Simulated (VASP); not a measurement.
# BaZnSbF (P4/nmm) in VASP: notebook

The runs below take BaZnSbF through single point, with PBE.

Everything below comes from runs of VASP 6.6.1. Logs are shortened: lines on timing, memory, paths and dates and some standing lists are left out, and cuts for length are marked.

## (1) The cell of the first run

It takes space group P4/nmm (No. 129, tetragonal). Conventional cell: a = 4.481 Å, b = 4.481 Å, c = 9.845 Å, α = 90.00°, β = 90.00°, γ = 90.00°. Ba (site symmetry 4mm) has 4 F at 2.68 Å within 3.5 Å. Within 3.7 Å of Zn (site symmetry -4m2) lie 4 Sb at 2.77 Å and 4 Zn at 3.17 Å. Sb (site symmetry 4mm) has 4 Zn at 2.77 Å and 4 Ba at 3.65 Å within 3.7 Å. Within 3.5 Å of F (site symmetry -4m2) lie 4 Ba at 2.68 Å and 4 F at 3.17 Å.

## (2) Single point, PBE

INCAR

```
SYSTEM = BaZnSbF
PREC = Accurate
ENCUT = 600
EDIFF = 1E-6
ISMEAR = -1
SIGMA = 0.02
LREAL = .FALSE.
LASPH = .TRUE.
NELM = 120
ALGO = Normal
ISIF = 2
LWAVE = .FALSE.
LCHARG = .FALSE.
GGA = PE
NBANDS = 44
GGA_COMPAT = .FALSE.
```

KPOINTS

```
regular mesh
0
G
  6 6 2
  0 0 0
```

POSCAR

```
BaZnSbF
1.0
    4.4811709520      0.0000000000      0.0000000000
    0.0000000000      4.4811709520      0.0000000000
    0.0000000000      0.0000000000      9.8447847091
Ba Zn Sb F
2 2 2 2
Direct
    0.0000000000      0.5000000000      0.3503227621
    0.5000000000      0.0000000000      0.6496772379
    0.5000000000      0.5000000000      0.0000000000
    0.0000000000      0.0000000000      0.0000000000
    0.5000000000      0.0000000000      0.1662770925
    0.0000000000      0.5000000000      0.8337229075
    0.5000000000      0.5000000000      0.5000000000
    0.0000000000      0.0000000000      0.5000000000
```

Potentials or basis: VASP PAW PBE potentials, release 64 (Ba_sv, Zn, Sb, F).

On the command line:

```
> cat potpaw_PBE.64/Ba_sv/POTCAR potpaw_PBE.64/Zn/POTCAR potpaw_PBE.64/Sb/POTCAR potpaw_PBE.64/F/POTCAR > POTCAR
> mpirun -np 1 vasp_std > vasp.out
```

OUTCAR:

```text
SYSTEM = BaZnSbF
   PREC = Accurate
   ENCUT = 600
   EDIFF = 1E-6
   ISMEAR = -1
   LREAL = .FALSE.
   LASPH = .TRUE.
   NELM = 120
   ISIF = 2
   GGA = PE

 ion  position               nearest neighbor table
   1  0.000  0.500  0.350-   7 2.68   8 2.68   8 2.68   7 2.68   5 3.65   5 3.65   5 3.65   5 3.65
                             2 4.33   2 4.33   2 4.33   2 4.33
   2  0.500  0.000  0.650-   7 2.68   8 2.68   7 2.68   8 2.68   6 3.65   6 3.65   6 3.65   6 3.65
                             1 4.33   1 4.33   1 4.33   1 4.33
   3  0.500  0.500  0.000-   5 2.77   6 2.77   5 2.77   6 2.77
   4  0.000  0.000  0.000-   5 2.77   6 2.77   6 2.77   5 2.77
   5  0.500  0.000  0.166-   3 2.77   4 2.77   3 2.77   4 2.77   1 3.65   1 3.65   1 3.65   1 3.65

   6  0.000  0.500  0.834-   3 2.77   4 2.77   4 2.77   3 2.77   2 3.65   2 3.65   2 3.65   2 3.65

   7  0.500  0.500  0.500-   1 2.68   2 2.68   2 2.68   1 2.68
   8  0.000  0.000  0.500-   1 2.68   2 2.68   1 2.68   2 2.68

  LATTYP: Found a simple tetragonal cell.
 ALAT       =     4.4811709520
 C/A-ratio  =     2.1969223702

  Lattice vectors:

 A1 = (   4.4811709520,   0.0000000000,   0.0000000000)
 A2 = (   0.0000000000,   4.4811709520,   0.0000000000)
 A3 = (   0.0000000000,   0.0000000000,   9.8447847091)

Analysis of symmetry for initial positions (statically):
=====================================================================
 Subroutine PRICEL returns:
 Original cell was already a primitive cell.

 Routine SETGRP: Setting up the symmetry group for a
 simple tetragonal supercell.

 Subroutine GETGRP returns: Found 16 space group operations
 (whereof  8 operations were pure point group operations)
 out of a pool of 16 trial point group operations.

The static configuration has the point symmetry D_2d.
 The point group associated with its full space group is D_4h.

Analysis of symmetry for dynamics (positions and initial velocities):
=====================================================================
 Subroutine PRICEL returns:
 Original cell was already a primitive cell.

 Routine SETGRP: Setting up the symmetry group for a
 simple tetragonal supercell.

 Subroutine GETGRP returns: Found 16 space group operations
 (whereof  8 operations were pure point group operations)
 out of a pool of 16 trial point group operations.

The dynamic configuration has the point symmetry D_2d.
 The point group associated with its full space group is D_4h.

 Subroutine INISYM returns: Found 16 space group operations
 (whereof  8 operations are pure point group operations),
 and found     1 'primitive' translations

----------------------------------------------------------------------------------------

                                     Primitive cell

  volume of cell :     197.6921

  direct lattice vectors                    reciprocal lattice vectors
     4.481170952  0.000000000  0.000000000     0.223155959  0.000000000  0.000000000
     0.000000000  4.481170952  0.000000000     0.000000000  0.223155959  0.000000000
     0.000000000  0.000000000  9.844784709     0.000000000  0.000000000  0.101576625

  length of vectors
     4.481170952  4.481170952  9.844784709     0.223155959  0.223155959  0.101576625

  position of ions in fractional coordinates (direct lattice)
     0.000000000  0.500000000  0.350322762
     0.500000000  0.000000000  0.649677238
     0.500000000  0.500000000  0.000000000
     0.000000000  0.000000000  0.000000000
     0.500000000  0.000000000  0.166277093
     0.000000000  0.500000000  0.833722907
     0.500000000  0.500000000  0.500000000
     0.000000000  0.000000000  0.500000000

  ion indices of the primitive-cell ions
   primitive index   ion index
                 1           1
                 2           2
                 3           3
                 4           4
                 5           5
                 6           6
                 7           7
                 8           8

----------------------------------------------------------------------------------------

 KPOINTS: regular mesh

Automatic generation of k-mesh.
 Grid dimensions read from file:
 generate k-points for:    6    6    2

 Generating k-lattice:

  Cartesian coordinates                     Fractional coordinates (reciprocal lattice)
     0.037192660  0.000000000  0.000000000     0.166666667  0.000000000  0.000000000
     0.000000000  0.037192660  0.000000000     0.000000000  0.166666667  0.000000000
     0.000000000  0.000000000  0.050788312     0.000000000  0.000000000  0.500000000

  Length of vectors
     0.037192660  0.037192660  0.050788312

  Shift w.r.t. Gamma in fractional coordinates (k-lattice)
     0.000000000  0.000000000  0.000000000

 Subroutine IBZKPT returns following result:
 ===========================================

 Found     20 irreducible k-points:

 Following reciprocal coordinates:
            Coordinates               Weight
  0.000000  0.000000  0.000000      1.000000
  0.166667  0.000000  0.000000      4.000000
  0.333333  0.000000  0.000000      4.000000
  0.500000  0.000000  0.000000      2.000000
  0.166667  0.166667  0.000000      4.000000
  0.333333  0.166667  0.000000      8.000000
[... 12 lines left out ...]
  0.500000  0.333333  0.500000      4.000000
  0.500000  0.500000  0.500000      1.000000
   k-points           NKPTS =     20   k-points in BZ     NKDIM =     20   number of bands    NBANDS=     44
   number of dos      NEDOS =    301   number of ions     NIONS =      8
   total plane-waves  NPLWV = 103680
   dimension x,y,z NGX =    36 NGY =   36 NGZ =   80
   dimension x,y,z NGXF=    72 NGYF=   72 NGZF=  160
   ions per type =               2   2   2   2
   NGX,Y,Z   is equivalent  to a cutoff of  13.36, 13.36, 13.51 a.u.
   NGXF,Y,Z  is equivalent  to a cutoff of  26.71, 26.71, 27.02 a.u.
 SYSTEM =  BaZnSbF
   PREC   = accura    normal or accurate (medium, high low for compatibility)
   ISTART =      0    job   : 0-new  1-cont  2-samecut
   ICHARG =      2    charge: 1-file 2-atom 10-const
   ISPIN  =      1    spin polarized calculation?
   LNONCOLLINEAR =      F non collinear calculations
   LSORBIT =      F    spin-orbit coupling
   LASPH  =      T    aspherical Exc in radial PAW
   ENCUT  =  600.0 eV  44.10 Ry    6.64 a.u.   8.95  8.95 19.66*2*pi/ulx,y,z
   NELM   =    120;   NELMIN=  2; NELMDL= -5     # of ELM steps
   EDIFF  = 0.1E-05   stopping-criterion for ELM
   LREAL  =      F    real-space projection
   EDIFFG = 0.1E-04   stopping-criterion for IOM
   NSW    =      0    number of steps for IOM
   IBRION =     -1    ionic relax: 0-MD 1-quasi-New 2-CG
   NFREE  =      0    steps in history (QN), initial steepest desc. (CG)
   ISIF   =      2    stress and relaxation
   ISYM   =      2    0-nonsym 1-usesym 2-fastsym
   POTIM  = 0.5000    time-step for ionic-motion
   TEBEG  =    0.0;   TEEND  =   0.0 temperature during run
   PSTRESS=    0.0 pullay stress
   NELECT =      68.0000    total number of electrons
   NUPDOWN=      -1.0000    fix difference up-down
   EMIN   =  10.00;   EMAX   =-10.00  energy-range for DOS
   EFERMI =   0.00;   METHOD = LEGACY
   ISMEAR =    -1;   SIGMA  =   0.02  broadening in eV -4-tet -1-fermi 0-gaus
   EFERMI_NEDOS =   21; number of points for ismear=-14 and -15
   IALGO  =     38    algorithm
   IMIX   =      4    mixing-type and parameters
     AMIX     =   0.40;   BMIX     =  1.00
     AMIX_MAG =   1.60;   BMIX_MAG =  1.00
  volume/ion in A,a.u.               =      24.71       166.76
  Fermi-wavevector in a.u.,A,eV,Ry     =   1.147047  2.167605 17.901428  1.315718
  Thomas-Fermi vector in A             =   2.283729
   LORBIT       =      0    0 simple, 1 ext, 2 COOP (PROOUT), +10 PAW based schemes
   GGA     = PE    functional components
   LHFCALC =     F    Hartree Fock is set to
   AEXX    =    0.0000 exact exchange contribution
   IVDW    =     0    specifies the selected vdW correction
   LEPSILON=     F    determine dielectric tensor
   LRPA    =     F    only Hartree local field effects (RPA)
 non-spin polarized calculation
  energy-cutoff  :      600.00
  volume of cell :      197.69
 maximum number of plane-waves:      6688
 NGX is ok and might be reduce to    36
   NGX = 17   NGY = 17   NGZ = 39

 number of electron      68.0000019 magnetization

 Free energy of the ion-electron system (eV)
  ---------------------------------------------------
  ext. energy  EPLUGINS =         0.00000000
  ---------------------------------------------------
  free energy    TOTEN  =       -32.21565053 eV

  energy without entropy =      -32.21375895  energy(sigma->0) =      -32.21470474

 E-fermi :   3.8648     XC(G=0):  -9.3418

 val. band max:        3.8554630547   @ k =   0.0000   0.0000   0.5000
 cond. band min:       3.8684322857   @ k =   0.0000   0.0000   0.0000
 fundamental gap:      0.0129692310
 Fermi energy:         3.8648098255

 k-point     1 :       0.0000    0.0000    0.0000
  band No.  band energies     occupation
      1     -24.2565      2.00000
      2     -24.1128      2.00000
      3     -20.0784      2.00000
      4     -20.0419      2.00000
      5      -9.4487      2.00000
      6      -9.4487      2.00000
[... 36 lines left out ...]
     43       8.0874      0.00000
     44       8.3929      0.00000

 k-point     2 :       0.1667    0.0000    0.0000
  band No.  band energies     occupation
      1     -24.2376      2.00000
      2     -24.1125      2.00000
      3     -20.0910      2.00000
      4     -20.0605      2.00000
      5      -9.5206      2.00000
      6      -9.4256      2.00000
[... 36 lines left out ...]
     43       8.0136      0.00000
     44       8.0375      0.00000

 k-point     3 :       0.3333    0.0000    0.0000
  band No.  band energies     occupation
      1     -24.1921      2.00000
      2     -24.1191      2.00000
      3     -20.1155      2.00000
      4     -20.0991      2.00000
      5      -9.5448      2.00000
      6      -9.4426      2.00000
[... 36 lines left out ...]
     43       7.9558      0.00000
     44       8.1969      0.00000

 k-point     4 :       0.5000    0.0000    0.0000
  band No.  band energies     occupation
      1     -24.1458      2.00000
      2     -24.1458      2.00000
      3     -20.1231      2.00000
      4     -20.1231      2.00000
      5      -9.4644      2.00000
      6      -9.4644      2.00000
[... 694 lines left out ...]
     43       8.6264      0.00000
     44       8.9897      0.00000

 k-point    19 :       0.5000    0.3333    0.5000
  band No.  band energies     occupation
      1     -24.1160      2.00000
      2     -24.1160      2.00000
      3     -20.1701      2.00000
      4     -20.1701      2.00000
      5      -9.5327      2.00000
      6      -9.5327      2.00000
[... 36 lines left out ...]
     43       9.0708      0.00000
     44       9.0712      0.00000

 k-point    20 :       0.5000    0.5000    0.5000
  band No.  band energies     occupation
      1     -24.1059      2.00000
      2     -24.1059      2.00000
      3     -20.1859      2.00000
      4     -20.1859      2.00000
      5      -9.4969      2.00000
      6      -9.4969      2.00000
[... 36 lines left out ...]
     43       9.9218      0.00000
     44       9.9273      0.00000

------------------------ aborting loop because EDIFF is reached ----------------------------------------

  FORCE on cell =-STRESS in cart. coord.  units (eV):
  Direction    XX          YY          ZZ          XY          YZ          ZX
  --------------------------------------------------------------------------------------
  -------------------------------------------------------------------------------------
  Total        0.6919723      0.6919723      0.6292198      0.0000000      0.0000000     -0.0000000
  in kB        5.6080261      5.6080261      5.0994545      0.0000000      0.0000000     -0.0000000
  external PRESSURE =       5.4385023 kB  Pullay stress =       0.0000000 kB

 VOLUME and BASIS-vectors are now :
 -----------------------------------------------------------------------------
  energy-cutoff  :      600.00
  volume of cell :      197.69
      direct lattice vectors                 reciprocal lattice vectors
     4.481170952  0.000000000  0.000000000     0.223155959  0.000000000  0.000000000
     0.000000000  4.481170952  0.000000000     0.000000000  0.223155959  0.000000000
     0.000000000  0.000000000  9.844784709     0.000000000  0.000000000  0.101576625

 POSITION                                       TOTAL-FORCE (eV/Angst)
 -----------------------------------------------------------------------------------
      0.00000      2.24059      3.44885        -0.000000     -0.000000     -0.101762
      2.24059      0.00000      6.39593        -0.000000     -0.000000      0.101762
      2.24059      2.24059      0.00000         0.000000     -0.000000      0.000000
      0.00000      0.00000      0.00000         0.000000      0.000000      0.000000
      2.24059      0.00000      1.63696         0.000000     -0.000000     -0.011154
      0.00000      2.24059      8.20782         0.000000      0.000000      0.011154
      2.24059      2.24059      4.92239         0.000000     -0.000000      0.000000
      0.00000      0.00000      4.92239         0.000000      0.000000      0.000000
 -----------------------------------------------------------------------------------
    total drift:                                0.000000      0.000000      0.000000

  FREE ENERGIE OF THE ION-ELECTRON SYSTEM (eV)
  ---------------------------------------------------
  free  energy   TOTEN  =       -32.2156505261 eV

  energy  without entropy=      -32.2137589491  energy(sigma->0) =      -32.21470474
```

It took 5.2 min on 1 thread of Oxide Virtual Turin-like, shared host; peak memory 0.42 GiB.

Results:

```
Free energy            : -32.2157 eV
Pressure               : 0.5 GPa
Largest force          : 0.102 eV/Å
Band gap on the k mesh : zero (bands 34 and 35 overlap by 0.01 eV)
```

Forces on the atoms (eV/Å):
```
Ba   0.000  0.000 -0.102
Ba   0.000  0.000  0.102
Zn   0.000  0.000  0.000
Zn   0.000  0.000  0.000
Sb   0.000  0.000 -0.011
Sb   0.000  0.000  0.011
F    0.000  0.000  0.000
F    0.000  0.000  0.000
```

Levels at points of the mesh, in eV from the Fermi level:
| k point | band 31 | band 32 | band 33 | band 34 | band 35 | band 36 | band 37 | band 38 |
| --- | --- | --- | --- | --- | --- | --- | --- | --- |
| (0.00, 0.00, 0.00) | -1.95 | -0.76 | -0.48 | 0.00 | 0.00 | 1.30 | 1.92 | 2.06 |
| (0.50, 0.00, 0.00) | -1.34 | -1.34 | -0.79 | -0.79 | 1.44 | 1.44 | 2.35 | 2.35 |
| (0.50, 0.50, 0.00) | -2.51 | -2.51 | -2.39 | -2.39 | 1.75 | 1.75 | 1.86 | 1.86 |
| (0.00, 0.00, 0.50) | -1.94 | -1.10 | -0.43 | -0.01 | -0.01 | 1.43 | 1.55 | 2.59 |
| (0.50, 0.00, 0.50) | -1.25 | -1.25 | -0.78 | -0.78 | 1.48 | 1.48 | 2.39 | 2.39 |
| (0.50, 0.50, 0.50) | -2.51 | -2.51 | -2.38 | -2.38 | 1.89 | 1.89 | 2.14 | 2.14 |

Caveat: semilocal functionals underestimate gaps, and a narrow one can read as zero; spin-orbit coupling is left out, which moves the levels of the heavy elements.

(Continued in part 2 of 2.)
